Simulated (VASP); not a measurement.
# InSb (Pmmn) in VASP: a series of runs

Runs on InSb. Level: PBE. Tasks: electric field gradients.

Program: VASP 6.6.1. These are calculated values, not measurements. Logs are shortened: lines on timing, memory, paths and dates and some standing lists are left out, and cuts for length are marked.

## Step 1: The cell of the first run

It takes space group Pmmn (No. 59, orthorhombic). The conventional cell has a = 5.464 Å, b = 5.826 Å, c = 3.063 Å, α = 90.00°, β = 90.00°, γ = 90.00°. Within 4.0 Å of In (site symmetry mm2) lie 8 Sb at 2.78 to 3.88 Å and 6 In at 3.06 to 3.99 Å. Within 3.9 Å of Sb (site symmetry mm2) lie 8 In at 2.78 to 3.88 Å and 2 Sb at 3.06 Å.

## Step 2: Electric field gradients, PBE (equal xx and yy strain of +2 %)

INCAR

```
  PREC = Accurate
  ENCUT = 520
  EDIFF = 1E-8
  ISMEAR = -1
  SIGMA = 0.08
  LREAL = F
  LASPH = T
  NELM = 100
  ALGO = Normal
  ISIF = 2
  LWAVE = F
  LCHARG = F
  GGA = PE
  LEFG = T
  NBANDS = 26
```

KPOINTS

```
Automatic mesh
0
Gamma
  6 6 11
```

POSCAR

```
InSb
1.0
    5.4641400000      0.0000000000      0.0000000000
    0.0000000000      5.8262400000      0.0000000000
    0.0000000000      0.0000000000      3.0630000000
In Sb
2 2
Direct
    0.0000000000      0.0000000000      0.0000000000
    0.5000000000      0.5000000000      0.0000000000
    0.5000000000      0.0000000000      0.8350000000
    0.0000000000      0.5000000000      0.1650000000
```

Potentials or basis: VASP PAW PBE potentials, release 64 (In_d, Sb).

Launch:

```console
$ cat potpaw_PBE.64/In_d/POTCAR potpaw_PBE.64/Sb/POTCAR > POTCAR
$ mpirun -np 1 vasp_std > vasp.out
```

OUTCAR:

```text
PREC = Accurate
   ENCUT = 520
   EDIFF = 1E-8
   ISMEAR = -1
   LREAL = F
   LASPH = T
   NELM = 100
   ISIF = 2
   GGA = PE

 ion  position               nearest neighbor table
   1  0.000  0.000  0.000-   3 2.78   3 2.78   4 2.96   4 2.96   3 3.74   3 3.74   4 3.88   4 3.88
                             2 3.99   2 3.99   2 3.99   2 3.99
   2  0.500  0.500  0.000-   4 2.78   4 2.78   3 2.96   3 2.96   4 3.74   4 3.74   3 3.88   3 3.88
                             1 3.99   1 3.99   1 3.99   1 3.99
   3  0.500  0.000  0.835-   1 2.78   1 2.78   2 2.96   2 2.96   1 3.74   1 3.74   2 3.88   2 3.88

   4  0.000  0.500  0.165-   2 2.78   2 2.78   1 2.96   1 2.96   2 3.74   2 3.74   1 3.88   1 3.88

  LATTYP: Found a simple orthorhombic cell.
 ALAT       =     3.0630000000
 B/A-ratio  =     1.7839177277
 C/A-ratio  =     1.9021351616

  Lattice vectors:

 A1 = (   0.0000000000,   0.0000000000,   3.0630000000)
 A2 = (   5.4641400000,   0.0000000000,   0.0000000000)
 A3 = (   0.0000000000,   5.8262400000,   0.0000000000)

Analysis of symmetry for initial positions (statically):
=====================================================================
 Subroutine PRICEL returns:
 Original cell was already a primitive cell.

 Routine SETGRP: Setting up the symmetry group for a
 simple orthorhombic supercell.

 Subroutine GETGRP returns: Found  8 space group operations
 (whereof  4 operations were pure point group operations)
 out of a pool of  8 trial point group operations.

The static configuration has the point symmetry C_2v.
 The point group associated with its full space group is D_2h.

Analysis of symmetry for dynamics (positions and initial velocities):
=====================================================================
 Subroutine PRICEL returns:
 Original cell was already a primitive cell.

 Routine SETGRP: Setting up the symmetry group for a
 simple orthorhombic supercell.

 Subroutine GETGRP returns: Found  8 space group operations
 (whereof  4 operations were pure point group operations)
 out of a pool of  8 trial point group operations.

The dynamic configuration has the point symmetry C_2v.
 The point group associated with its full space group is D_2h.

 Subroutine INISYM returns: Found  8 space group operations
 (whereof  4 operations are pure point group operations),
 and found     1 'primitive' translations

----------------------------------------------------------------------------------------

                                     Primitive cell

  volume of cell :      97.5118

  direct lattice vectors                    reciprocal lattice vectors
     5.464140000  0.000000000  0.000000000     0.183011416  0.000000000  0.000000000
     0.000000000  5.826240000  0.000000000     0.000000000  0.171637282  0.000000000
     0.000000000  0.000000000  3.063000000     0.000000000  0.000000000  0.326477310

  length of vectors
     5.464140000  5.826240000  3.063000000     0.183011416  0.171637282  0.326477310

  position of ions in fractional coordinates (direct lattice)
     0.000000000  0.000000000  0.000000000
     0.500000000  0.500000000  0.000000000
     0.500000000  0.000000000  0.835000000
     0.000000000  0.500000000  0.165000000

  ion indices of the primitive-cell ions
   primitive index   ion index
                 1           1
                 2           2
                 3           3
                 4           4

----------------------------------------------------------------------------------------

 KPOINTS: Automatic mesh

Automatic generation of k-mesh.
 Grid dimensions read from file:
 generate k-points for:    6    6   11

 Generating k-lattice:

[... 44 lines left out ...]
   number of dos      NEDOS =    301   number of ions     NIONS =      4
   total plane-waves  NPLWV =  48384
   dimension x,y,z NGX =    42 NGY =   48 NGZ =   24
   dimension x,y,z NGXF=    84 NGYF=   96 NGZF=   48
   ions per type =               2   2
   NGX,Y,Z   is equivalent  to a cutoff of  12.78, 13.70, 13.03 a.u.
   NGXF,Y,Z  is equivalent  to a cutoff of  25.56, 27.39, 26.05 a.u.
 SYSTEM =  unknown system
   PREC   = accura    normal or accurate (medium, high low for compatibility)
   ISTART =      0    job   : 0-new  1-cont  2-samecut
   ICHARG =      2    charge: 1-file 2-atom 10-const
   ISPIN  =      1    spin polarized calculation?
   LNONCOLLINEAR =      F non collinear calculations
   LSORBIT =      F    spin-orbit coupling
   LASPH  =      T    aspherical Exc in radial PAW
   ENCUT  =  520.0 eV  38.22 Ry    6.18 a.u.  10.16 10.83  5.70*2*pi/ulx,y,z
   NELM   =    100;   NELMIN=  2; NELMDL= -5     # of ELM steps
   EDIFF  = 0.1E-07   stopping-criterion for ELM
   LREAL  =      F    real-space projection
   EDIFFG = 0.1E-06   stopping-criterion for IOM
   NSW    =      0    number of steps for IOM
   IBRION =     -1    ionic relax: 0-MD 1-quasi-New 2-CG
   NFREE  =      0    steps in history (QN), initial steepest desc. (CG)
   ISIF   =      2    stress and relaxation
   ISYM   =      2    0-nonsym 1-usesym 2-fastsym
   POTIM  = 0.5000    time-step for ionic-motion
   TEBEG  =    0.0;   TEEND  =   0.0 temperature during run
   PSTRESS=    0.0 pullay stress
   NELECT =      36.0000    total number of electrons
   NUPDOWN=      -1.0000    fix difference up-down
   EMIN   =  10.00;   EMAX   =-10.00  energy-range for DOS
   EFERMI =   0.00;   METHOD = LEGACY
   ISMEAR =    -1;   SIGMA  =   0.08  broadening in eV -4-tet -1-fermi 0-gaus
   EFERMI_NEDOS =   21; number of points for ismear=-14 and -15
   IALGO  =     38    algorithm
   IMIX   =      4    mixing-type and parameters
     AMIX     =   0.40;   BMIX     =  1.00
     AMIX_MAG =   1.60;   BMIX_MAG =  1.00
  volume/ion in A,a.u.               =      24.38       164.51
  Fermi-wavevector in a.u.,A,eV,Ry     =   1.174420  2.219331 18.765989  1.379261
  Thomas-Fermi vector in A             =   2.310817
   LORBIT       =      0    0 simple, 1 ext, 2 COOP (PROOUT), +10 PAW based schemes
   GGA     = PE    functional components
   LHFCALC =     F    Hartree Fock is set to
   AEXX    =    0.0000 exact exchange contribution
   IVDW    =     0    specifies the selected vdW correction
   LEPSILON=     F    determine dielectric tensor
   LRPA    =     F    only Hartree local field effects (RPA)
 non-spin polarized calculation
  energy-cutoff  :      520.00
  volume of cell :       97.51
 maximum number of plane-waves:      2648
 NGX is ok and might be reduce to    42
   NGX = 21   NGY = 21   NGZ = 11

 number of electron      35.9999985 magnetization

 Free energy of the ion-electron system (eV)
  ---------------------------------------------------
  ext. energy  EPLUGINS =         0.00000000
  ---------------------------------------------------
  free energy    TOTEN  =       -12.59187256 eV

  energy without entropy =      -12.56527778  energy(sigma->0) =      -12.57857517

 E-fermi :   9.0166     XC(G=0): -10.5277

 val. band max:        9.0044126619   @ k =   0.1667   0.5000   0.4545
 cond. band min:       9.0445474243   @ k =   0.0000   0.1667   0.1818
 fundamental gap:      0.0401347623
 Fermi energy:         9.0165674615

 k-point     1 :       0.0000    0.0000    0.0000
  band No.  band energies     occupation
      1      -6.1874      2.00000
      2      -6.1615      2.00000
      3      -6.0748      2.00000
      4      -5.8507      2.00000
      5      -5.8430      2.00000
      6      -5.7183      2.00000
[... 685 lines left out ...]
     25      16.2633      0.00000
     26      16.2633      0.00000

 [... further k-points ...]

------------------------ aborting loop because EDIFF is reached ----------------------------------------

  FORCE on cell =-STRESS in cart. coord.  units (eV):
  Direction    XX          YY          ZZ          XY          YZ          ZX
  --------------------------------------------------------------------------------------
  -------------------------------------------------------------------------------------
  Total       13.5337266      5.9624298      4.2797255      0.0000000      0.0000000      0.0000000
  in kB      222.3672347     97.9662932     70.3184538      0.0000000      0.0000000      0.0000000
  external PRESSURE =     130.2173272 kB  Pullay stress =       0.0000000 kB

 VOLUME and BASIS-vectors are now :
 -----------------------------------------------------------------------------
  energy-cutoff  :      520.00
  volume of cell :       97.51
      direct lattice vectors                 reciprocal lattice vectors
     5.464140000  0.000000000  0.000000000     0.183011416  0.000000000  0.000000000
     0.000000000  5.826240000  0.000000000     0.000000000  0.171637282  0.000000000
     0.000000000  0.000000000  3.063000000     0.000000000  0.000000000  0.326477310

 POSITION                                       TOTAL-FORCE (eV/Angst)
 -----------------------------------------------------------------------------------
      0.00000      0.00000      0.00000         0.000000      0.000000      0.213753
      2.73207      2.91312      0.00000         0.000000      0.000000     -0.213753
      2.73207      0.00000      2.55761         0.000000      0.000000     -0.565624
      0.00000      2.91312      0.50539         0.000000      0.000000      0.565624
 -----------------------------------------------------------------------------------
    total drift:                                0.000000     -0.000000     -0.000000

  FREE ENERGIE OF THE ION-ELECTRON SYSTEM (eV)
  ---------------------------------------------------
  free  energy   TOTEN  =       -12.5918725605 eV

  energy  without entropy=      -12.5652777808  energy(sigma->0) =      -12.57857517

 Electric field gradients (V/A^2)
---------------------------------------------------------------------
 ion       V_xx      V_yy      V_zz      V_xy      V_xz      V_yz
---------------------------------------------------------------------
   1     -71.587    17.686    53.901    -0.000     0.000     0.000
   2     -71.587    17.686    53.901    -0.000     0.000     0.000
   3     -72.248   -74.334   146.582     0.000     0.000     0.000
   4     -72.248   -74.334   146.582     0.000    -0.000    -0.000
---------------------------------------------------------------------

 Electric field gradients after diagonalization (V/A^2)
 (convention: |V_zz| > |V_xx| > |V_yy|)
----------------------------------------------------------------------
 ion       V_xx      V_yy      V_zz     asymmetry (V_yy - V_xx)/ V_zz
----------------------------------------------------------------------
   1      53.901    17.686   -71.587       0.506
   2      53.901    17.686   -71.587       0.506
   3     -74.334   -72.248   146.582       0.014
   4     -74.334   -72.248   146.582       0.014
----------------------------------------------------------------------

           NMR quadrupolar parameters

 Cq : quadrupolar parameter    Cq=e*Q*V_zz/h
 eta: asymmetry parameters     (V_yy - V_xx)/ V_zz
 Q  : nuclear electric quadrupole moment in mb (millibarn)
----------------------------------------------------------------------
 ion       Cq(MHz)       eta       Q (mb)
----------------------------------------------------------------------
   1      -0.173       0.506       1.000
   2      -0.173       0.506       1.000
   3       0.354       0.014       1.000
   4       0.354       0.014       1.000
----------------------------------------------------------------------
```

Run time: 6.5 min. Hardware: 1 thread of Intel Xeon 8259CL, shared host; peak memory 0.36 GiB.

Results:

| Quantity | Value |
| --- | --- |
| Free energy | -12.5919 eV |
| Pressure | 13.0 GPa |
| Largest force | 0.566 eV/Å |
| Band gap on the k mesh | zero (bands 18 and 19 overlap by 2.94 eV) |
| Largest electric field gradient by atom | In -71.6; Sb +146.6 V/Å² |

Forces in eV/Å, atoms in the order of the input:
```
In   0.000  0.000  0.214
In   0.000  0.000 -0.214
Sb   0.000  0.000 -0.566
Sb   0.000  0.000  0.566
```

Stress tensor (GPa, compression positive):
```
22.24  0.00  0.00
 0.00  9.80  0.00
 0.00  0.00  7.03
```

Electric field gradients, principal values (V/Å²):
```
atom    least   middle  greatest (by size)
1 In   17.686   53.901             -71.587
2 In   17.686   53.901             -71.587
3 Sb  -72.248  -74.334             146.582
4 Sb  -72.248  -74.334             146.582
```

Caveat: the cell differs from its parent crystal (equal xx and yy strain of +2 %); the cell stands under pressure; without QUAD_EFG the Cq values of the log hold for a quadrupole moment of 1 mb, not for the nuclei; spin-orbit coupling is left out, which moves the levels of the heavy elements.

## Step 3: Electric field gradients, PBE (equal xx and yy strain of +2 %)

INCAR

```
SYSTEM = InSb
PREC     = Accurate       ! precision mode
ENCUT    = 520            ! plane-wave cutoff, eV
EDIFF    = 1E-8           ! SCF threshold, eV
ISMEAR   = -1             ! smearing method
SIGMA    = 0.08           ! smearing width, eV
LREAL    = .FALSE.        ! projectors in reciprocal space
LASPH    = .TRUE.         ! aspherical terms in the spheres
NELM     = 80             ! most SCF steps
ALGO     = Normal         ! electronic algorithm
ISIF     = 2              ! what is computed and relaxed
LWAVE    = .FALSE.        ! write WAVECAR
LCHARG   = .FALSE.        ! write CHGCAR
GGA      = PE             ! functional
LEFG     = .TRUE.       
NBANDS   = 26             ! bands
```

KPOINTS

```
Automatic mesh
0
G
  6 6 11
  0 0 0
```

POSCAR is that of step 2.

Potentials or basis: VASP PAW PBE potentials, release 64 (In_d, Sb).

Launch:

```console
$ cat potpaw_PBE.64/In_d/POTCAR potpaw_PBE.64/Sb/POTCAR > POTCAR
$ mpirun -np 1 vasp_std > vasp.out
```

OUTCAR:

```text
SYSTEM = InSb
   PREC = Accurate
   ENCUT = 520
   EDIFF = 1E-8
   ISMEAR = -1
   LREAL = .FALSE.
   LASPH = .TRUE.
   NELM = 80
   ISIF = 2
   GGA = PE

 ion  position               nearest neighbor table
   1  0.000  0.000  0.000-   3 2.78   3 2.78   4 2.96   4 2.96   3 3.74   3 3.74   4 3.88   4 3.88
                             2 3.99   2 3.99   2 3.99   2 3.99
   2  0.500  0.500  0.000-   4 2.78   4 2.78   3 2.96   3 2.96   4 3.74   4 3.74   3 3.88   3 3.88
                             1 3.99   1 3.99   1 3.99   1 3.99
   3  0.500  0.000  0.835-   1 2.78   1 2.78   2 2.96   2 2.96   1 3.74   1 3.74   2 3.88   2 3.88

   4  0.000  0.500  0.165-   2 2.78   2 2.78   1 2.96   1 2.96   2 3.74   2 3.74   1 3.88   1 3.88

  LATTYP: Found a simple orthorhombic cell.
 ALAT       =     3.0630000000
 B/A-ratio  =     1.7839177277
 C/A-ratio  =     1.9021351616

  Lattice vectors:

 A1 = (   0.0000000000,   0.0000000000,   3.0630000000)
 A2 = (   5.4641400000,   0.0000000000,   0.0000000000)
 A3 = (   0.0000000000,   5.8262400000,   0.0000000000)

Analysis of symmetry for initial positions (statically):
[... 907 lines left out ...]
      2.73207      0.00000      2.55761         0.000000      0.000000     -0.565624
      0.00000      2.91312      0.50539         0.000000      0.000000      0.565624
 -----------------------------------------------------------------------------------
    total drift:                                0.000000     -0.000000     -0.000000

  FREE ENERGIE OF THE ION-ELECTRON SYSTEM (eV)
  ---------------------------------------------------
  free  energy   TOTEN  =       -12.5918725605 eV

  energy  without entropy=      -12.5652777808  energy(sigma->0) =      -12.57857517

 Electric field gradients (V/A^2)
---------------------------------------------------------------------
 ion       V_xx      V_yy      V_zz      V_xy      V_xz      V_yz
---------------------------------------------------------------------
   1     -71.587    17.686    53.901    -0.000     0.000     0.000
   2     -71.587    17.686    53.901    -0.000     0.000     0.000
   3     -72.248   -74.334   146.582     0.000     0.000     0.000
   4     -72.248   -74.334   146.582     0.000    -0.000    -0.000
---------------------------------------------------------------------

 Electric field gradients after diagonalization (V/A^2)
 (convention: |V_zz| > |V_xx| > |V_yy|)
----------------------------------------------------------------------
 ion       V_xx      V_yy      V_zz     asymmetry (V_yy - V_xx)/ V_zz
----------------------------------------------------------------------
   1      53.901    17.686   -71.587       0.506
   2      53.901    17.686   -71.587       0.506
   3     -74.334   -72.248   146.582       0.014
   4     -74.334   -72.248   146.582       0.014
----------------------------------------------------------------------

           NMR quadrupolar parameters

 Cq : quadrupolar parameter    Cq=e*Q*V_zz/h
 eta: asymmetry parameters     (V_yy - V_xx)/ V_zz
 Q  : nuclear electric quadrupole moment in mb (millibarn)
----------------------------------------------------------------------
 ion       Cq(MHz)       eta       Q (mb)
----------------------------------------------------------------------
   1      -0.173       0.506       1.000
   2      -0.173       0.506       1.000
   3       0.354       0.014       1.000
   4       0.354       0.014       1.000
----------------------------------------------------------------------
```

OSZICAR:

```text
N       E                     dE             d eps       ncg     rms          rms(c)
DAV:   1     0.296892001169E+03    0.29689E+03   -0.15783E+04  4992   0.155E+03
DAV:   2     0.133177906629E+02   -0.28357E+03   -0.27699E+03  5150   0.380E+02
DAV:   3    -0.117329204289E+02   -0.25051E+02   -0.24452E+02  6352   0.126E+02
DAV:   4    -0.126554553264E+02   -0.92253E+00   -0.91895E+00  5882   0.249E+01
DAV:   5    -0.127088648010E+02   -0.53409E-01   -0.53404E-01  7820   0.552E+00    0.624E+00
DAV:   6    -0.126057772794E+02    0.10309E+00   -0.20818E-01  6922   0.701E+00    0.346E+00
DAV:   7    -0.125931287061E+02    0.12649E-01   -0.89624E-02  7080   0.330E+00    0.649E-01
DAV:   8    -0.125916934510E+02    0.14353E-02   -0.11976E-02  6468   0.135E+00    0.332E-01
DAV:   9    -0.125918764176E+02   -0.18297E-03   -0.92948E-04  6674   0.213E-01    0.828E-02
DAV:  10    -0.125918679756E+02    0.84420E-05   -0.37026E-05  7098   0.574E-02    0.333E-02
DAV:  11    -0.125918731188E+02   -0.51433E-05   -0.78909E-06  5990   0.239E-02    0.155E-02
DAV:  12    -0.125918731977E+02   -0.78885E-07   -0.48115E-07  7114   0.514E-03    0.394E-03
DAV:  13    -0.125918725822E+02    0.61552E-06   -0.16893E-07  6566   0.449E-03    0.128E-03
DAV:  14    -0.125918725674E+02    0.14857E-07   -0.15471E-08  3994   0.896E-04    0.549E-04
DAV:  15    -0.125918725511E+02    0.16306E-07   -0.37913E-09  2812   0.470E-04    0.185E-04
DAV:  16    -0.125918725677E+02   -0.16646E-07   -0.10783E-09  2776   0.371E-04    0.583E-05
DAV:  17    -0.125918725605E+02    0.71873E-08   -0.33793E-10  2754   0.248E-04
   1 F= -.12591873E+02 E0= -.12578575E+02  d E =-.265948E-01
```

It took 5.1 min on 1 thread of Intel Xeon 8259CL, shared host; peak memory 0.36 GiB.

What came out:

```yaml
Free_energy: -12.5919 eV
Pressure: 13.0 GPa
Largest_force: 0.566 eV/Å
Band_gap_on_the_k_mesh: zero (bands 18 and 19 overlap by 2.94 eV)
Largest_electric_field_gradient_by_atom: In -71.6; Sb +146.6 V/Å²
```

Forces in eV/Å, atoms in the order of the input:
```
In   0.000  0.000  0.214
In   0.000  0.000 -0.214
Sb   0.000  0.000 -0.566
Sb   0.000  0.000  0.566
```

Electric field gradients, principal values (V/Å²):
```tsv
atom	least	middle	greatest (by size)
1 In	17.686	53.901	-71.587
2 In	17.686	53.901	-71.587
3 Sb	-72.248	-74.334	146.582
4 Sb	-72.248	-74.334	146.582
```

Caveat: the cell differs from its parent crystal (equal xx and yy strain of +2 %); the cell stands under pressure; without QUAD_EFG the Cq values of the log hold for a quadrupole moment of 1 mb, not for the nuclei; spin-orbit coupling is left out, which moves the levels of the heavy elements.

(Continued in part 2 of 2.)
